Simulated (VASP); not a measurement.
Input of a VASP 6.6.1 run:

The input INCAR:

```
SYSTEM = ZrC
PREC     = Accurate       ! precision mode
ENCUT    = 520            ! plane-wave cutoff, eV
EDIFF    = 1E-6           ! SCF threshold, eV
ISMEAR   = 0              ! smearing method
SIGMA    = 0.1            ! smearing width, eV
LREAL    = .False.        ! projectors in reciprocal space
LASPH    = .True.         ! aspherical terms in the spheres
NELM     = 80             ! most SCF steps
ALGO     = Normal         ! electronic algorithm
ISIF     = 2              ! what is computed and relaxed
LWAVE    = .False.        ! write WAVECAR
LCHARG   = .True.         ! write CHGCAR
GGA      = PS             ! functional
LELF     = .True.         ! ELF
LVHAR    = .True.       
NBANDS   = 15             ! bands
```

The input KPOINTS:

```
regular mesh
0
Gamma
  16 16 16
  0 0 0
```

POSCAR

```
ZrC
1.0
    0.0000000000      2.2623131476      2.2623131476
    2.2623131476      0.0000000000      2.2623131476
    2.2623131476      2.2623131476      0.0000000000
Zr C
1 1
Direct
    0.5000000000      0.5000000000      0.5000000000
    0.0000000000      0.0000000000      0.0000000000
```

Potentials or basis: VASP PAW PBE potentials, release 64 (Zr_sv, C).

Launch:

```bash
$ cat potpaw_PBE.64/Zr_sv/POTCAR potpaw_PBE.64/C/POTCAR > POTCAR
$ mpirun -np 1 vasp_std > vasp.out
```

Task: What does it give for the band gap on the k mesh?

Result: Zero (bands 8 and 9 overlap by 1.36 eV).

Task: Predict the pressure.

Result: 27.3 GPa.

Caveat: the cell stands under pressure; the PAW data sets were made with another functional, which shifts forces and pressure a little.
